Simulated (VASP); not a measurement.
# CsPbBr3 (Pm-3m) in VASP: single point with r2SCAN

Aim: the single point of CsPbBr3 with r2SCAN.

Everything below comes from runs of VASP 6.6.1. Logs are shortened: lines on timing, memory, paths and dates and some standing lists are left out, and cuts for length are marked.

## (1) The cell of the first run

It takes space group Pm-3m (No. 221, cubic). Conventional cell: a = 5.918 Å, b = 5.918 Å, c = 5.918 Å, α = 90.00°, β = 90.00°, γ = 90.00°. Br (site symmetry 4/mmm) has 2 Pb at 2.96 Å within 3.9 Å. Pb (site symmetry m-3m) has 6 Br at 2.96 Å within 3.9 Å. Within 5.5 Å of Cs (site symmetry m-3m) lie 12 Br at 4.18 Å and 8 Pb at 5.12 Å.

## (2) Single point, r2SCAN

Contents of POSCAR:

```
CsPbBr3
1.0
    5.9176150000      0.0000000000      0.0000000000
    0.0000000000      5.9176150000      0.0000000000
    0.0000000000      0.0000000000      5.9176150000
Br Pb Cs
3 1 1
Direct
    0.0000000000      0.5000000000      0.5000000000
    0.5000000000      0.0000000000      0.5000000000
    0.5000000000      0.5000000000      0.0000000000
    0.5000000000      0.5000000000      0.5000000000
    0.0000000000      0.0000000000      0.0000000000
```

Contents of INCAR.step1:

```
PREC     = Accurate       # precision mode
ENCUT    = 520            # plane-wave cutoff, eV
ISMEAR   = 1              # smearing method
SIGMA    = 0.0575         # smearing width, eV
LREAL    = F              # projectors in reciprocal space
LASPH    = T              # aspherical terms in the spheres
NELM     = 80             # most SCF steps
NBANDS   = 30             # bands
GGA      = PE             # functional
ALGO     = Normal         # electronic algorithm
EDIFF    = 1E-4           # SCF threshold, eV
LWAVE    = T              # write WAVECAR
LCHARG   = F              # write CHGCAR
```

Contents of INCAR.step2:

```
PREC     = Accurate       # precision mode
ENCUT    = 520            # plane-wave cutoff, eV
EDIFF    = 1E-6           # SCF threshold, eV
ISMEAR   = 1              # smearing method
SIGMA    = 0.0575         # smearing width, eV
LREAL    = F              # projectors in reciprocal space
LASPH    = T              # aspherical terms in the spheres
NELM     = 80             # most SCF steps
ALGO     = Normal         # electronic algorithm
ISIF     = 2              # what is computed and relaxed
LWAVE    = F              # write WAVECAR
LCHARG   = F              # write CHGCAR
METAGGA  = R2SCAN         # meta-GGA
LMIXTAU  = T            
NBANDS   = 30             # bands
ISTART   = 1
```

Contents of KPOINTS:

```
regular mesh
0
Gamma
  5 5 5
```

Potentials or basis: VASP PAW PBE potentials, release 64 (Br, Pb_d, Cs_sv).

Command:

```sh
$ cat potpaw_PBE.64/Br/POTCAR potpaw_PBE.64/Pb_d/POTCAR potpaw_PBE.64/Cs_sv/POTCAR > POTCAR
$ cp INCAR.step1 INCAR
$ mpirun -np 1 vasp_std > vasp.out
$ cp INCAR.step2 INCAR
$ mpirun -np 1 vasp_std > vasp.out
```

OUTCAR:

```text
PREC = Accurate
   ENCUT = 520
   EDIFF = 1E-6
   ISMEAR = 1
   LREAL = F
   LASPH = T
   NELM = 80
   ISIF = 2
   METAGGA = R2SCAN
   ISTART = 1

 ion  position               nearest neighbor table
   1  0.000  0.500  0.500-   4 2.96   4 2.96
   2  0.500  0.000  0.500-   4 2.96   4 2.96
   3  0.500  0.500  0.000-   4 2.96   4 2.96
   4  0.500  0.500  0.500-   1 2.96   2 2.96   3 2.96   3 2.96   2 2.96   1 2.96
   5  0.000  0.000  0.000-

  LATTYP: Found a simple cubic cell.
 ALAT       =     5.9176150000

  Lattice vectors:

 A1 = (   5.9176150000,   0.0000000000,   0.0000000000)
 A2 = (   0.0000000000,   5.9176150000,   0.0000000000)
 A3 = (   0.0000000000,   0.0000000000,   5.9176150000)

Analysis of symmetry for initial positions (statically):
=====================================================================
 Subroutine PRICEL returns:
 Original cell was already a primitive cell.

 Routine SETGRP: Setting up the symmetry group for a
 simple cubic supercell.

 Subroutine GETGRP returns: Found 48 space group operations
 (whereof 48 operations were pure point group operations)
 out of a pool of 48 trial point group operations.

The static configuration has the point symmetry O_h .

Analysis of symmetry for dynamics (positions and initial velocities):
=====================================================================
 Subroutine PRICEL returns:
 Original cell was already a primitive cell.

 Routine SETGRP: Setting up the symmetry group for a
 simple cubic supercell.

 Subroutine GETGRP returns: Found 48 space group operations
 (whereof 48 operations were pure point group operations)
 out of a pool of 48 trial point group operations.

The dynamic configuration has the point symmetry O_h .

 Subroutine INISYM returns: Found 48 space group operations
 (whereof 48 operations are pure point group operations),
 and found     1 'primitive' translations

----------------------------------------------------------------------------------------

                                     Primitive cell

  volume of cell :     207.2240

  direct lattice vectors                    reciprocal lattice vectors
     5.917615000  0.000000000  0.000000000     0.168986999  0.000000000  0.000000000
     0.000000000  5.917615000  0.000000000     0.000000000  0.168986999  0.000000000
     0.000000000  0.000000000  5.917615000     0.000000000  0.000000000  0.168986999

  length of vectors
     5.917615000  5.917615000  5.917615000     0.168986999  0.168986999  0.168986999

  position of ions in fractional coordinates (direct lattice)
     0.000000000  0.500000000  0.500000000
     0.500000000  0.000000000  0.500000000
     0.500000000  0.500000000  0.000000000
     0.500000000  0.500000000  0.500000000
     0.000000000  0.000000000  0.000000000

  ion indices of the primitive-cell ions
   primitive index   ion index
                 1           1
                 2           2
                 3           3
                 4           4
                 5           5

----------------------------------------------------------------------------------------

 KPOINTS: regular mesh

Automatic generation of k-mesh.
 Grid dimensions read from file:
 generate k-points for:    5    5    5

 Generating k-lattice:

  Cartesian coordinates                     Fractional coordinates (reciprocal lattice)
     0.033797400  0.000000000  0.000000000     0.200000000  0.000000000  0.000000000
     0.000000000  0.033797400  0.000000000     0.000000000  0.200000000  0.000000000
     0.000000000  0.000000000  0.033797400     0.000000000  0.000000000  0.200000000

  Length of vectors
     0.033797400  0.033797400  0.033797400

  Shift w.r.t. Gamma in fractional coordinates (k-lattice)
     0.000000000  0.000000000  0.000000000

 Subroutine IBZKPT returns following result:
 ===========================================

 Found     10 irreducible k-points:

 Following reciprocal coordinates:
            Coordinates               Weight
  0.000000  0.000000  0.000000      1.000000
  0.200000  0.000000  0.000000      6.000000
  0.400000  0.000000  0.000000      6.000000
  0.200000  0.200000  0.000000     12.000000
  0.400000  0.200000  0.000000     24.000000
  0.400000  0.400000  0.000000     12.000000
  0.200000  0.200000  0.200000      8.000000
  0.400000  0.200000  0.200000     24.000000
  0.400000  0.400000  0.200000     24.000000
  0.400000  0.400000  0.400000      8.000000
   k-points           NKPTS =     10   k-points in BZ     NKDIM =     10   number of bands    NBANDS=     30
   number of dos      NEDOS =    301   number of ions     NIONS =      5
   total plane-waves  NPLWV = 110592
   dimension x,y,z NGX =    48 NGY =   48 NGZ =   48
   dimension x,y,z NGXF=    96 NGYF=   96 NGZF=   96
   ions per type =               3   1   1
   NGX,Y,Z   is equivalent  to a cutoff of  13.48, 13.48, 13.48 a.u.
   NGXF,Y,Z  is equivalent  to a cutoff of  26.97, 26.97, 26.97 a.u.
 SYSTEM =  unknown system
   PREC   = accura    normal or accurate (medium, high low for compatibility)
   ISTART =      1    job   : 0-new  1-cont  2-samecut
   ICHARG =      0    charge: 1-file 2-atom 10-const
   ISPIN  =      1    spin polarized calculation?
   LNONCOLLINEAR =      F non collinear calculations
   LSORBIT =      F    spin-orbit coupling
   LASPH  =      T    aspherical Exc in radial PAW
   ENCUT  =  520.0 eV  38.22 Ry    6.18 a.u.  11.00 11.00 11.00*2*pi/ulx,y,z
   NELM   =     80;   NELMIN=  2; NELMDL=  0     # of ELM steps
   EDIFF  = 0.1E-05   stopping-criterion for ELM
   LREAL  =      F    real-space projection
   EDIFFG = 0.1E-04   stopping-criterion for IOM
   NSW    =      0    number of steps for IOM
   IBRION =     -1    ionic relax: 0-MD 1-quasi-New 2-CG
   NFREE  =      0    steps in history (QN), initial steepest desc. (CG)
   ISIF   =      2    stress and relaxation
   ISYM   =      2    0-nonsym 1-usesym 2-fastsym
   POTIM  = 0.5000    time-step for ionic-motion
   TEBEG  =    0.0;   TEEND  =   0.0 temperature during run
   PSTRESS=    0.0 pullay stress
   NELECT =      44.0000    total number of electrons
   NUPDOWN=      -1.0000    fix difference up-down
   EMIN   =  10.00;   EMAX   =-10.00  energy-range for DOS
   EFERMI =   0.00;   METHOD = LEGACY
   ISMEAR =     1;   SIGMA  =   0.06  broadening in eV -4-tet -1-fermi 0-gaus
   EFERMI_NEDOS =   21; number of points for ismear=-14 and -15
   IALGO  =     38    algorithm
   IMIX   =      4    mixing-type and parameters
     AMIX     =   0.40;   BMIX     =  1.00
     AMIX_MAG =   1.60;   BMIX_MAG =  1.00
  volume/ion in A,a.u.               =      41.44       279.68
  Fermi-wavevector in a.u.,A,eV,Ry     =   0.976665  1.845629 12.978254  0.953875
  Thomas-Fermi vector in A             =   2.107302
   LORBIT       =      0    0 simple, 1 ext, 2 COOP (PROOUT), +10 PAW based schemes
   METAGGA = R2SCAN    functional components
   LHFCALC =     F    Hartree Fock is set to
   AEXX    =    0.0000 exact exchange contribution
   IVDW    =     0    specifies the selected vdW correction
   LEPSILON=     F    determine dielectric tensor
   LRPA    =     F    only Hartree local field effects (RPA)
 non-spin polarized calculation
 Methfessel and Paxton  Order N= 1 SIGMA  =   0.06
  energy-cutoff  :      520.00
  volume of cell :      207.22
 maximum number of plane-waves:      5607
 NGX is ok and might be reduce to    48
   NGX = 23   NGY = 23   NGZ = 23

 number of electron      43.9999992 magnetization

 Free energy of the ion-electron system (eV)
  ---------------------------------------------------
  ext. energy  EPLUGINS =         0.00000000
  ---------------------------------------------------
  free energy    TOTEN  =      -128.48736281 eV

  energy without entropy =     -128.48757617  energy(sigma->0) =     -128.48743393

 E-fermi :   0.2655     XC(G=0):  -7.9329

 val. band max:        0.2171310345   @ k =   0.4000   0.4000   0.4000
 cond. band min:       3.2526939642   @ k =   0.4000   0.4000   0.4000
 fundamental gap:      3.0355629297
 Fermi energy:         0.2655392620

 k-point     1 :       0.0000    0.0000    0.0000
  band No.  band energies     occupation
      1     -21.2214      2.00000
      2     -16.5758      2.00000
      3     -16.5758      2.00000
      4     -16.4201      2.00000
      5     -16.4201      2.00000
      6     -16.4201      2.00000
[... 22 lines left out ...]
     29       7.2122      0.00000
     30       7.2122      0.00000

 k-point     2 :       0.2000    0.0000    0.0000
  band No.  band energies     occupation
      1     -21.2211      2.00000
      2     -16.5757      2.00000
      3     -16.5545      2.00000
      4     -16.4204      2.00000
      5     -16.4204      2.00000
      6     -16.4201      2.00000
[... 22 lines left out ...]
     29       6.4163      0.00000
     30       7.2025      0.00000

 k-point     3 :       0.4000    0.0000    0.0000
  band No.  band energies     occupation
      1     -21.2205      2.00000
      2     -16.5757      2.00000
      3     -16.5193      2.00000
      4     -16.4209      2.00000
      5     -16.4209      2.00000
      6     -16.4200      2.00000
[... 22 lines left out ...]
     29       6.7099      0.00000
     30       7.6713      0.00000

 k-point     4 :       0.2000    0.2000    0.0000
  band No.  band energies     occupation
      1     -21.2208      2.00000
      2     -16.5653      2.00000
      3     -16.5432      2.00000
      4     -16.4207      2.00000
      5     -16.4204      2.00000
      6     -16.4204      2.00000
[... 22 lines left out ...]
     29       6.6356      0.00000
     30       7.0670      0.00000

 k-point     5 :       0.4000    0.2000    0.0000
  band No.  band energies     occupation
      1     -21.2202      2.00000
      2     -16.5618      2.00000
      3     -16.5106      2.00000
      4     -16.4212      2.00000
      5     -16.4209      2.00000
      6     -16.4204      2.00000
[... 22 lines left out ...]
     29       6.9485      0.00000
     30       7.4341      0.00000

 k-point     6 :       0.4000    0.4000    0.0000
  band No.  band energies     occupation
      1     -21.2198      2.00000
      2     -16.5488      2.00000
      3     -16.4862      2.00000
      4     -16.4217      2.00000
      5     -16.4209      2.00000
      6     -16.4209      2.00000
[... 22 lines left out ...]
     29       7.1960      0.00000
     30       7.3643      0.00000

 k-point     7 :       0.2000    0.2000    0.2000
  band No.  band energies     occupation
      1     -21.2205      2.00000
      2     -16.5432      2.00000
      3     -16.5432      2.00000
      4     -16.4207      2.00000
      5     -16.4207      2.00000
      6     -16.4207      2.00000
[... 22 lines left out ...]
     29       7.0424      0.00000
     30       7.0424      0.00000

 k-point     8 :       0.4000    0.2000    0.2000
  band No.  band energies     occupation
      1     -21.2200      2.00000
      2     -16.5432      2.00000
      3     -16.5065      2.00000
      4     -16.4212      2.00000
      5     -16.4212      2.00000
      6     -16.4207      2.00000
[... 22 lines left out ...]
     29       7.2798      0.00000
     30       7.4038      0.00000

 k-point     9 :       0.4000    0.4000    0.2000
  band No.  band energies     occupation
      1     -21.2195      2.00000
      2     -16.5254      2.00000
      3     -16.4862      2.00000
      4     -16.4218      2.00000
      5     -16.4212      2.00000
      6     -16.4212      2.00000
[... 22 lines left out ...]
     29       7.1026      0.00000
     30       7.2847      0.00000

 k-point    10 :       0.4000    0.4000    0.4000
  band No.  band energies     occupation
      1     -21.2191      2.00000
      2     -16.4861      2.00000
      3     -16.4861      2.00000
      4     -16.4218      2.00000
      5     -16.4218      2.00000
      6     -16.4218      2.00000
[... 22 lines left out ...]
     29       6.6995      0.00000
     30       7.6513      0.00000

------------------------ aborting loop because EDIFF is reached ----------------------------------------

  FORCE on cell =-STRESS in cart. coord.  units (eV):
  Direction    XX          YY          ZZ          XY          YZ          ZX
  --------------------------------------------------------------------------------------
  -------------------------------------------------------------------------------------
  Total        0.2326516      0.2326516      0.2326516     -0.0000000      0.0000000      0.0000000
  in kB        1.7987737      1.7987737      1.7987737     -0.0000000      0.0000000      0.0000000
  external PRESSURE =       1.7987737 kB  Pullay stress =       0.0000000 kB

 VOLUME and BASIS-vectors are now :
 -----------------------------------------------------------------------------
  energy-cutoff  :      520.00
  volume of cell :      207.22
      direct lattice vectors                 reciprocal lattice vectors
     5.917615000  0.000000000  0.000000000     0.168986999  0.000000000  0.000000000
     0.000000000  5.917615000  0.000000000     0.000000000  0.168986999  0.000000000
     0.000000000  0.000000000  5.917615000     0.000000000  0.000000000  0.168986999

 POSITION                                       TOTAL-FORCE (eV/Angst)
 -----------------------------------------------------------------------------------
      0.00000      2.95881      2.95881         0.000000      0.000000      0.000000
      2.95881      0.00000      2.95881         0.000000      0.000000      0.000000
      2.95881      2.95881      0.00000         0.000000      0.000000      0.000000
      2.95881      2.95881      2.95881         0.000000      0.000000      0.000000
      0.00000      0.00000      0.00000         0.000000      0.000000      0.000000
 -----------------------------------------------------------------------------------
    total drift:                                0.000000     -0.000000     -0.000000

  FREE ENERGIE OF THE ION-ELECTRON SYSTEM (eV)
  ---------------------------------------------------
  free  energy   TOTEN  =      -128.4873628103 eV

  energy  without entropy=     -128.4875761732  energy(sigma->0) =     -128.48743393
```

Wall time 2.1 min (1 thread of Intel Xeon Platinum 8488C (Sapphire Rapids), shared host); peak memory 0.39 GiB.

Results:

```yaml
Free_energy: -128.4874 eV
Pressure: 0.2 GPa
Band_gap_on_the_k_mesh: 3.04 eV, direct
```

Levels at points of the mesh, in eV from the valence-band top:
```csv
k point,band 19,band 20,band 21,band 22,band 23,band 24,band 25,band 26
"(0.00, 0.00, 0.00)",-1.59,-1.48,-1.48,-1.48,4.17,5.19,5.19,6.02
```

Caveat: the PAW data sets were made with another functional, which shifts forces and pressure a little; spin-orbit coupling is left out, which moves the levels of the heavy elements. r2SCAN opens gaps a little over a GGA but as a rule still falls short of measured ones.
